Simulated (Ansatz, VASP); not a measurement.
## One calculation of In, two programs

INCAR

```
ALGO = Normal
EDIFF = 1E-6
EDIFFG = -0.01
ENCUT = 600
GGA = RE
IBRION = 2
ISIF = 3
ISMEAR = -1
LASPH = True
LCHARG = False
LREAL = False
LWAVE = False
NELM = 60
NSW = 60
PREC = Accurate
SIGMA = 0.05
```

The input KPOINTS:

```
k-points
0
Gamma
  11 11 11
```

The input POSCAR:

```
In
1.0
   -1.6254700000      1.6254700000      2.4737000000
    1.6254700000     -1.6254700000      2.4737000000
    1.6254700000      1.6254700000     -2.4737000000
In
1
Direct
    0.0000000000      0.0000000000      0.0000000000
```

input.yaml

```yaml
crystal:
  lattice:
    - [-1.62547, 1.62547, 2.4737]
    - [1.62547, -1.62547, 2.4737]
    - [1.62547, 1.62547, -2.4737]
  atoms:
    - { symbol: In, position: [0.0, 0.0, 0.0] }
hamiltonian:
  xc: revpbe
  pseudopotentials: { kind: paw }
kpoints:
  mp_grid: { grid: [11, 11, 11] }
scf:
  occupations: { method: fermi_dirac, width: 0.05 }
output:
  forces: true
  stress: true
  eigenvalues: true
  write_density: true
  write_potential: true
  elf: true
  volumetric_format: npy
relax:
  f_tol: 0.01
  max_steps: 40
  cell: { stress_tol: 0.05 }
```

Alike in both runs: task relaxation of cell and atoms; functional revPBE; k mesh 11 × 11 × 11; occupations fermi-dirac, width 0.05 eV; no spin polarisation.

|  | VASP | Ansatz |
| --- | --- | --- |
| version | VASP 6.6.1 | Ansatz 0.2.0 |
| potentials or method | VASP PAW PBE potentials, release 64 (In_d) | Ansatz PAW |
| plane-wave cutoff (eV) | 600 | 420 |
| valence electrons in the cell | 13 | 13 |

Ansatz gave:

| Item | Value |
| --- | --- |
| gap on the k mesh at the Fermi level, each at its own relaxed structure (eV) | none |
| relaxed volume (Å³/atom) | 28.41 |
| relaxed cell length with the largest relative difference (Å) | 3.465 |

Task: What did VASP give for the same quantities?

Result: gap on the k mesh at the Fermi level, each at its own relaxed structure (eV): none; relaxed volume (Å³/atom): 28.42; relaxed cell length with the largest relative difference (Å): 3.469.

VASP's potentials were made for PBE, not for revPBE. A gap of «none» marks a metal or a gap that the smearing closes.

Noted on Ansatz's run: the plane-wave basis is chosen anew once the cell has moved, so the energies of steps on either side of that aren't comparable.
